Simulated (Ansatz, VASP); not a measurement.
ZnSe: VASP beside Ansatz

The input INCAR:

```
  PREC = Accurate
  ENCUT = 520
  EDIFF = 1E-6
  ISMEAR = 0
  SIGMA = 0.05
  LREAL = F
  LASPH = T
  NELM = 100
  ALGO = Normal
  ISIF = 2
  LWAVE = F
  LCHARG = T
  LELF = T
  LVHAR = T
  NBANDS = 16
```

File KPOINTS:

```
regular mesh
0
Gamma
  10 10 10
```

File POSCAR:

```
ZnSe
1.0
    0.0000000000      2.8559330592      2.8559330592
    2.8559330592      0.0000000000      2.8559330592
    2.8559330592      2.8559330592      0.0000000000
Zn Se
1 1
Direct
    0.0000000000      0.0000000000      0.0000000000
    0.7500000000      0.7500000000      0.7500000000
```

Input for Ansatz:

```yaml
crystal:
  lattice:
    - [0.0, 2.8559330592, 2.8559330592]
    - [2.8559330592, 0.0, 2.8559330592]
    - [2.8559330592, 2.8559330592, 0.0]
  atoms:
    - { symbol: Zn, position: [0.0, 0.0, 0.0] }
    - { symbol: Se, position: [0.75, 0.75, 0.75] }
basis:
  ecutwfc: 520.0
kpoints:
  mp_grid: { grid: [10, 10, 10] }
hamiltonian:
  xc: lda
  pseudopotentials: { kind: paw, azcp: { folder: soft_1 } }
scf:
  occupations: { method: gaussian, width: 0.05 }
output:
  forces: true
  stress: true
  eigenvalues: true
```

Alike in both runs: task single point; functional LDA; k mesh 10 × 10 × 10; occupations gaussian, width 0.05 eV; no spin polarisation.

|  | VASP | Ansatz |
| --- | --- | --- |
| version | VASP 6.6.1 | Ansatz 0.2.0 |
| potentials or method | VASP PAW LDA potentials, release 64 (Zn, Se), cutoff 520 eV | scalar-relativistic, plane waves, PAW |
| valence electrons in the cell | 18 | 28 |

|  | VASP | Ansatz | Ansatz less VASP |
| --- | --- | --- | --- |
| gap on the k mesh at the Fermi level (eV) | 0.98 | 0.94 | -0.038 |
| least direct gap on the mesh (eV) | 0.98 | 0.94 | -0.038 |
| pressure (GPa) | -4.4 | -4.6 | -0.28 |

Ansatz warns that its potentials were made for another functional, while VASP's fit it. LDA's correlation is that of Perdew and Zunger in VASP and of Perdew and Wang (1992) in Ansatz. VASP's potentials hold 18 valence electrons a cell and Ansatz's 28, so a difference there can come from the potentials and not from the codes.
